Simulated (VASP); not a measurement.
Write the native input for VASP 6.6.1 that does the following.

```yaml
Task: single point
Functional: HSE06
Potentials_or_basis: VASP PAW PBE potentials, release 64 (Ir)
Cutoff: 520 eV
k_mesh: 8 × 8 × 8
Occupations: fermi-dirac, width 0.05 eV
Spin: no spin polarisation
Dipole_correction: no
Grid_for_exact_exchange_PRECFOCK: Normal
Further_INCAR_settings: ALGO = Normal; EDIFF = 1e-06; NBANDS = 10
Share_of_exact_exchange: 0.25
Screening_parameter: 0.2079 1/Å
```

The system is Ir.

```
CELL_PARAMETERS angstrom
0.00000 1.91560 1.91560
1.91560 0.00000 1.91560
1.91560 1.91560 0.00000
ATOMIC_POSITIONS crystal
Ir 0.00000 0.00000 0.00000
```

These files were run (other wordings do the same):

POSCAR

```
Ir
1.0
    0.0000000000      1.9156000000      1.9156000000
    1.9156000000      0.0000000000      1.9156000000
    1.9156000000      1.9156000000      0.0000000000
Ir
1
Direct
    0.0000000000      0.0000000000      0.0000000000
```

INCAR.step1

```
PREC     = Accurate       # precision mode
ENCUT    = 520            # plane-wave cutoff, eV
EDIFF    = 1E-5           # SCF threshold, eV
ISMEAR   = -1             # smearing method
SIGMA    = 0.05           # smearing width, eV
LREAL    = False          # projectors in reciprocal space
LASPH    = True           # aspherical terms in the spheres
NELM     = 100            # most SCF steps
ALGO     = Normal         # electronic algorithm
ISIF     = 2              # what is computed and relaxed
LWAVE    = True           # write WAVECAR
LCHARG   = False          # write CHGCAR
NBANDS   = 10             # bands
GGA      = PE             # functional
```

INCAR.step2

```
PREC     = Accurate       # precision mode
ENCUT    = 520            # plane-wave cutoff, eV
EDIFF    = 1E-6           # SCF threshold, eV
ISMEAR   = -1             # smearing method
SIGMA    = 0.05           # smearing width, eV
LREAL    = False          # projectors in reciprocal space
LASPH    = True           # aspherical terms in the spheres
NELM     = 100            # most SCF steps
ALGO     = Normal         # electronic algorithm
ISIF     = 2              # what is computed and relaxed
LWAVE    = False          # write WAVECAR
LCHARG   = False          # write CHGCAR
GGA      = PE             # functional
LHFCALC  = True           # exact exchange
HFSCREEN = 0.2079         # screening, 1/A
PRECFOCK = Normal       
NBANDS   = 10             # bands
ISTART   = 1
```

KPOINTS

```
regular mesh
0
Gamma
  8 8 8
```

Potentials or basis: VASP PAW PBE potentials, release 64 (Ir).

Run with:

```console
$ cat potpaw_PBE.64/Ir/POTCAR > POTCAR
$ cp INCAR.step1 INCAR
$ mpirun -np 1 vasp_std > vasp.out
$ cp INCAR.step2 INCAR
$ mpirun -np 1 vasp_std > vasp.out
```

Results of the run:

| Item | Value |
| --- | --- |
| Pressure | 1.9 GPa |
| Band gap on the k mesh | zero (an odd number of electrons rules out a gap without spin polarisation) |

Caveat: the PAW data sets were made with another functional, which shifts forces and pressure a little; spin-orbit coupling is left out, which moves the levels of the heavy elements.

Run time: 17 min on 1 thread of Intel(R) Xeon(R) Platinum 8488C (Sapphire Rapids), on a shared host, peak memory 0.24 GiB.
